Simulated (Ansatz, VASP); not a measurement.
**GaN in VASP and in Ansatz**

```
Ga N
1.0
     0.00000    2.25350    2.25350
     2.25350    0.00000    2.25350
     2.25350    2.25350    0.00000
Ga N
1 1
Direct
  0.00000 0.00000 0.00000
  0.25000 0.25000 0.25000
```

Alike in both runs: task single point; functional r2SCAN; dispersion D4; k mesh 10 × 10 × 10; occupations fermi-dirac, width 0.05 eV; no spin polarisation.

```csv
,VASP,Ansatz
version,VASP 6.6.1,Ansatz 0.2.0
potentials or method,"VASP PAW PBE potentials, release 64 (Ga_d, N)",Ansatz PAW
plane-wave cutoff (eV),520,500
valence electrons in the cell,18,18
```

```tsv
	VASP	Ansatz	Ansatz less VASP
gap on the k mesh at the Fermi level (eV)	2.12	2.13	+0.008
least direct gap on the mesh (eV)	2.12	2.13	+0.008
pressure (GPa)	-2.1	-3.1	-1.04
```

VASP's potentials were made for PBE, not for r2SCAN.
